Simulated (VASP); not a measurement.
# TeAu2S3 (P6/mmm) in VASP: a series of runs

TeAu2S3 is run at these levels: PBE; tasks: single point.

Program: VASP 6.6.1. These are calculated values, not measurements. Logs are shortened: lines on timing, memory, paths and dates and some standing lists are left out, and cuts for length are marked.

**1. The cell of the first run**

It takes space group P6/mmm (No. 191, hexagonal). Conventional cell: a = 7.668 Å, b = 7.668 Å, c = 2.817 Å, α = 90.00°, β = 90.00°, γ = 120.00°. Te (site symmetry 6/mmm) has 2 Te at 2.82 Å within 3.7 Å. S (site symmetry mmm) has 4 Au at 2.62 Å and 2 S at 2.82 Å within 3.5 Å. Au (site symmetry -6m2) has 6 S at 2.62 Å and 2 Au at 2.82 Å within 3.5 Å.

The cell was generated, and may not be a known phase.

**2. Single point, PBE**

The input, INCAR:

```
SYSTEM = TeAu2S3
PREC = Accurate ; ENCUT = 500
EDIFF = 1E-6 ; ISMEAR = 0
SIGMA = 0.15 ; LREAL = .FALSE.
LASPH = .TRUE. ; NELM = 120
ALGO = Normal ; ISIF = 2
LWAVE = .FALSE. ; LCHARG = .TRUE.
GGA = PE ; LELF = .TRUE.
LVHAR = .TRUE. ; NBANDS = 32
GGA_COMPAT = .FALSE.
```

The input, KPOINTS:

```
Automatic mesh
0
G
  2 2 3
  0 0 0
```

The input, POSCAR:

```
TeAu2S3
1.0
    7.6683677235      0.0000000034      0.0000000000
   -3.8341838647      6.6410012524      0.0000000000
    0.0000000000      0.0000000000      2.8172742431
Te S Au
1 3 2
Direct
    0.0000000000      0.0000000000      0.0000000000
    0.5000000000      0.0000000000      0.5000000000
    0.5000000000      0.5000000000      0.5000000000
    0.0000000000      0.5000000000      0.5000000000
    0.3333333333      0.6666666667      0.0000000000
    0.6666666667      0.3333333333      0.0000000000
```

Potentials or basis: VASP PAW PBE potentials, release 64 (Te, S, Au).

On the command line:

```
cat potpaw_PBE.64/Te/POTCAR potpaw_PBE.64/S/POTCAR potpaw_PBE.64/Au/POTCAR > POTCAR
mpirun -np 1 vasp_std > vasp.out
```

OUTCAR:

```text
SYSTEM = TeAu2S3
   PREC = Accurate
   ENCUT = 500
   EDIFF = 1E-6
   ISMEAR = 0
   LREAL = .FALSE.
   LASPH = .TRUE.
   NELM = 120
   ISIF = 2
   GGA = PE

 ion  position               nearest neighbor table
   1  0.000  0.000  0.000-
   2  0.500  0.000  0.500-   5 2.62   6 2.62   5 2.62   6 2.62
   3  0.500  0.500  0.500-   5 2.62   6 2.62   5 2.62   6 2.62
   4  0.000  0.500  0.500-   5 2.62   6 2.62   5 2.62   6 2.62
   5  0.333  0.667  0.000-   2 2.62   2 2.62   4 2.62   4 2.62   3 2.62   3 2.62
   6  0.667  0.333  0.000-   2 2.62   2 2.62   4 2.62   4 2.62   3 2.62   3 2.62

  LATTYP: Found a hexagonal cell.
 ALAT       =     7.6683677235
 C/A-ratio  =     0.3673890383

  Lattice vectors:

 A1 = (   7.6683677235,   0.0000000034,   0.0000000000)
 A2 = (  -3.8341838647,   6.6410012524,   0.0000000000)
 A3 = (   0.0000000000,   0.0000000000,   2.8172742431)

Analysis of symmetry for initial positions (statically):
=====================================================================
 Subroutine PRICEL returns:
 Original cell was already a primitive cell.

 Routine SETGRP: Setting up the symmetry group for a
 hexagonal supercell.

 Subroutine GETGRP returns: Found 24 space group operations
 (whereof 24 operations were pure point group operations)
 out of a pool of 24 trial point group operations.

The static configuration has the point symmetry D_6h.

Analysis of symmetry for dynamics (positions and initial velocities):
=====================================================================
 Subroutine PRICEL returns:
 Original cell was already a primitive cell.

 Routine SETGRP: Setting up the symmetry group for a
 hexagonal supercell.

 Subroutine GETGRP returns: Found 24 space group operations
 (whereof 24 operations were pure point group operations)
 out of a pool of 24 trial point group operations.

The dynamic configuration has the point symmetry D_6h.

 Subroutine INISYM returns: Found 24 space group operations
 (whereof 24 operations are pure point group operations),
 and found     1 'primitive' translations

----------------------------------------------------------------------------------------

                                     Primitive cell

  volume of cell :     143.4715

  direct lattice vectors                    reciprocal lattice vectors
     7.668367724  0.000000003  0.000000000     0.130405849  0.075289852  0.000000000
    -3.834183865  6.641001252  0.000000000    -0.000000000  0.150579704  0.000000000
     0.000000000  0.000000000  2.817274243     0.000000000  0.000000000  0.354953020

  length of vectors
     7.668367724  7.668367723  2.817274243     0.150579704  0.150579704  0.354953020

  position of ions in fractional coordinates (direct lattice)
     0.000000000  0.000000000  0.000000000
     0.500000000  0.000000000  0.500000000
     0.500000000  0.500000000  0.500000000
     0.000000000  0.500000000  0.500000000
     0.333333333  0.666666667  0.000000000
     0.666666667  0.333333333  0.000000000

  ion indices of the primitive-cell ions
   primitive index   ion index
                 1           1
                 2           2
                 3           3
                 4           4
                 5           5
                 6           6

----------------------------------------------------------------------------------------

 KPOINTS: Automatic mesh

Automatic generation of k-mesh.
 Grid dimensions read from file:
 generate k-points for:    2    2    3

 Generating k-lattice:

  Cartesian coordinates                     Fractional coordinates (reciprocal lattice)
     0.065202924  0.037644926  0.000000000     0.500000000  0.000000000  0.000000000
    -0.000000000  0.075289852  0.000000000     0.000000000  0.500000000  0.000000000
     0.000000000  0.000000000  0.118317673     0.000000000  0.000000000  0.333333333

  Length of vectors
     0.075289852  0.075289852  0.118317673

  Shift w.r.t. Gamma in fractional coordinates (k-lattice)
     0.000000000  0.000000000  0.000000000

 Subroutine IBZKPT returns following result:
 ===========================================

 Found      4 irreducible k-points:

 Following reciprocal coordinates:
            Coordinates               Weight
  0.000000  0.000000  0.000000      1.000000
  0.500000  0.000000  0.000000      3.000000
  0.000000  0.000000  0.333333      2.000000
  0.500000  0.000000  0.333333      6.000000
   k-points           NKPTS =      4   k-points in BZ     NKDIM =      4   number of bands    NBANDS=     32
   number of dos      NEDOS =    301   number of ions     NIONS =      6
   total plane-waves  NPLWV =  75264
   dimension x,y,z NGX =    56 NGY =   56 NGZ =   24
   dimension x,y,z NGXF=   112 NGYF=  112 NGZF=   48
   ions per type =               1   3   2
   NGX,Y,Z   is equivalent  to a cutoff of  12.14, 12.14, 14.16 a.u.
   NGXF,Y,Z  is equivalent  to a cutoff of  24.28, 24.28, 28.32 a.u.
 SYSTEM =  TeAu2S3
   PREC   = accura    normal or accurate (medium, high low for compatibility)
   ISTART =      0    job   : 0-new  1-cont  2-samecut
   ICHARG =      2    charge: 1-file 2-atom 10-const
   ISPIN  =      1    spin polarized calculation?
   LNONCOLLINEAR =      F non collinear calculations
   LSORBIT =      F    spin-orbit coupling
   LASPH  =      T    aspherical Exc in radial PAW
   ENCUT  =  500.0 eV  36.75 Ry    6.06 a.u.  13.98 13.98  5.14*2*pi/ulx,y,z
   NELM   =    120;   NELMIN=  2; NELMDL= -5     # of ELM steps
   EDIFF  = 0.1E-05   stopping-criterion for ELM
   LREAL  =      F    real-space projection
[... 7 lines left out ...]
   TEBEG  =    0.0;   TEEND  =   0.0 temperature during run
   PSTRESS=    0.0 pullay stress
   NELECT =      46.0000    total number of electrons
   NUPDOWN=      -1.0000    fix difference up-down
   EMIN   =  10.00;   EMAX   =-10.00  energy-range for DOS
   EFERMI =   0.00;   METHOD = LEGACY
   ISMEAR =     0;   SIGMA  =   0.15  broadening in eV -4-tet -1-fermi 0-gaus
   EFERMI_NEDOS =   21; number of points for ismear=-14 and -15
   IALGO  =     38    algorithm
   IMIX   =      4    mixing-type and parameters
     AMIX     =   0.40;   BMIX     =  1.00
     AMIX_MAG =   1.60;   BMIX_MAG =  1.00
  volume/ion in A,a.u.               =      23.91       161.37
  Fermi-wavevector in a.u.,A,eV,Ry     =   1.120484  2.117407 17.081895  1.255484
  Thomas-Fermi vector in A             =   2.257131
   LORBIT       =      0    0 simple, 1 ext, 2 COOP (PROOUT), +10 PAW based schemes
   GGA     = PE    functional components
   LHFCALC =     F    Hartree Fock is set to
   AEXX    =    0.0000 exact exchange contribution
   IVDW    =     0    specifies the selected vdW correction
   LEPSILON=     F    determine dielectric tensor
   LRPA    =     F    only Hartree local field effects (RPA)
 non-spin polarized calculation
 Gauss-broadening in eV      SIGMA  =   0.15
  energy-cutoff  :      500.00
  volume of cell :      143.47
 maximum number of plane-waves:      3644
 NGX is ok and might be reduce to    56
   NGX = 27   NGY = 27   NGZ = 11

 number of electron      45.9999992 magnetization

 Free energy of the ion-electron system (eV)
  ---------------------------------------------------
  ext. energy  EPLUGINS =         0.00000000
  ---------------------------------------------------
  free energy    TOTEN  =       -19.31488241 eV

  energy without entropy =      -19.26887065  energy(sigma->0) =      -19.29187653

 E-fermi :   4.7743     XC(G=0):  -9.7162

 val. band max:        4.7067900751   @ k =   0.0000   0.0000   0.0000
 cond. band min:       4.9372144843   @ k =   0.0000   0.0000   0.3333
 fundamental gap:      0.2304244092
 Fermi energy:         4.7742956136

 k-point     1 :       0.0000    0.0000    0.0000
  band No.  band energies     occupation
      1      -9.5698      2.00000
      2      -8.8293      2.00000
      3      -8.8293      2.00000
      4      -6.7131      2.00000
      5      -3.6429      2.00000
      6      -1.5664      2.00000
      7      -0.8402      2.00000
      8      -0.8402      2.00000
      9      -0.3678      2.00000
     10       0.3203      2.00000
     11       0.3203      2.00000
     12       0.8340      2.00000
     13       0.8340      2.00000
     14       0.9625      2.00000
     15       0.9625      2.00000
     16       1.2359      2.00000
     17       1.2359      2.00000
     18       2.7905      2.00000
     19       3.1933      2.00000
     20       3.1933      2.00000
     21       4.6864      1.59289
     22       4.6864      1.59289
     23       4.7068      1.47552
     24       5.8635      0.00000
     25       6.8625      0.00000
     26       6.8625      0.00000
     27       9.5065      0.00000
     28       9.5065      0.00000
     29       9.9416      0.00000
     30      11.4111      0.00000
     31      11.6764      0.00000
     32      12.0835      0.00000

 k-point     2 :       0.5000    0.0000    0.0000
  band No.  band energies     occupation
      1      -9.3479      2.00000
      2      -9.1143      2.00000
      3      -8.8306      2.00000
      4      -6.7439      2.00000
      5      -2.9717      2.00000
      6      -2.2939      2.00000
      7      -0.7178      2.00000
      8      -0.5394      2.00000
      9      -0.5006      2.00000
     10      -0.0289      2.00000
     11       0.0771      2.00000
     12       0.9600      2.00000
     13       1.0442      2.00000
     14       1.1401      2.00000
     15       1.2386      2.00000
     16       1.3296      2.00000
     17       1.4142      2.00000
     18       2.4395      2.00000
     19       2.8075      2.00000
     20       3.2653      2.00000
     21       3.6161      2.00000
     22       3.9258      2.00000
     23       6.1825      0.00000
     24       6.5118      0.00000
     25       6.5746      0.00000
     26       6.8620      0.00000
     27       8.7398      0.00000
     28      10.7332      0.00000
     29      11.6637      0.00000
     30      11.7423      0.00000
     31      11.7884      0.00000
     32      11.8357      0.00000

 k-point     3 :       0.0000    0.0000    0.3333
  band No.  band energies     occupation
      1      -8.0515      2.00000
      2      -7.7390      2.00000
      3      -7.7390      2.00000
      4      -4.7219      2.00000
      5      -1.6201      2.00000
      6      -1.6201      2.00000
      7      -1.0725      2.00000
      8      -0.9199      2.00000
      9      -0.9032      2.00000
     10      -0.9032      2.00000
     11       0.2756      2.00000
     12       0.2756      2.00000
     13       0.8898      2.00000
     14       1.1007      2.00000
     15       1.1007      2.00000
     16       2.0880      2.00000
     17       2.5857      2.00000
     18       2.5857      2.00000
     19       3.0388      2.00000
     20       3.0388      2.00000
     21       3.1122      2.00000
     22       3.8121      2.00000
     23       4.9372      0.12453
     24       4.9372      0.12453
     25       5.2899      0.00000
     26       5.2899      0.00000
     27       6.7677      0.00000
     28       7.4055      0.00000
     29      11.2189      0.00000
     30      11.2189      0.00000
     31      11.6991      0.00000
     32      11.7004      0.00000

 k-point     4 :       0.5000    0.0000    0.3333
  band No.  band energies     occupation
      1      -7.9466      2.00000
      2      -7.8482      2.00000
      3      -7.7407      2.00000
      4      -4.7424      2.00000
      5      -1.5856      2.00000
      6      -1.5805      2.00000
      7      -1.5326      2.00000
      8      -0.9648      2.00000
      9      -0.7169      2.00000
     10      -0.6569      2.00000
     11       0.4913      2.00000
     12       0.6006      2.00000
     13       0.6483      2.00000
     14       1.0732      2.00000
     15       1.6578      2.00000
     16       1.9369      2.00000
     17       2.0366      2.00000
     18       2.2929      2.00000
     19       2.9928      2.00000
     20       3.3024      2.00000
     21       3.6256      2.00000
     22       3.7862      2.00000
     23       3.9100      2.00000
     24       4.6409      1.79157
     25       5.0529      0.00861
     26       5.0625      0.00658
     27       8.1071      0.00000
     28       8.3168      0.00000
     29      10.6549      0.00000
     30      10.9707      0.00000
     31      11.2759      0.00000
     32      12.4795      0.00000

------------------------ aborting loop because EDIFF is reached ----------------------------------------

  FORCE on cell =-STRESS in cart. coord.  units (eV):
  Direction    XX          YY          ZZ          XY          YZ          ZX
  --------------------------------------------------------------------------------------
  -------------------------------------------------------------------------------------
  Total        0.0443198      0.0443198     -0.1372501     -0.0000000     -0.0000000      0.0000000
  in kB        0.4949291      0.4949291     -1.5327015     -0.0000000     -0.0000000      0.0000000
  external PRESSURE =      -0.1809478 kB  Pullay stress =       0.0000000 kB

 VOLUME and BASIS-vectors are now :
 -----------------------------------------------------------------------------
  energy-cutoff  :      500.00
  volume of cell :      143.47
      direct lattice vectors                 reciprocal lattice vectors
     7.668367724  0.000000003  0.000000000     0.130405849  0.075289852  0.000000000
    -3.834183865  6.641001252  0.000000000    -0.000000000  0.150579704  0.000000000
     0.000000000  0.000000000  2.817274243     0.000000000  0.000000000  0.354953020

 POSITION                                       TOTAL-FORCE (eV/Angst)
 -----------------------------------------------------------------------------------
      0.00000      0.00000      0.00000         0.000000      0.000000      0.000000
      3.83418      0.00000      1.40864         0.000000      0.000000      0.000000
      1.91709      3.32050      1.40864         0.000000      0.000000      0.000000
     -1.91709      3.32050      1.40864         0.000000      0.000000      0.000000
     -0.00000      4.42733      0.00000         0.000000     -0.000000      0.000000
      3.83418      2.21367      0.00000        -0.000000      0.000000     -0.000000
 -----------------------------------------------------------------------------------
    total drift:                                0.000000     -0.000000     -0.000000

  FREE ENERGIE OF THE ION-ELECTRON SYSTEM (eV)
  ---------------------------------------------------
  free  energy   TOTEN  =       -19.3148824096 eV

  energy  without entropy=      -19.2688706473  energy(sigma->0) =      -19.29187653
```

Wall time 61 s (1 thread of Intel Xeon 8259CL, shared host); peak memory 0.26 GiB.

What came out:

| Quantity | Value |
| --- | --- |
| Free energy | -19.3149 eV |
| Pressure | 0.0 GPa |
| Band gap on the k mesh | zero (bands 23 and 24 overlap by 1.54 eV) |

Stress tensor (GPa, compression positive):
```
 0.05  0.00  0.00
 0.00  0.05  0.00
 0.00  0.00 -0.15
```

Caveat: the k points lie up to 0.74 Å⁻¹ apart, too coarse for converged energies and pressures of a metal; spin-orbit coupling is left out, which moves the levels of the heavy elements.

(Continued in part 2 of 2.)

The gap in the log of VASP goes by the Fermi energy; the results here count the filled bands.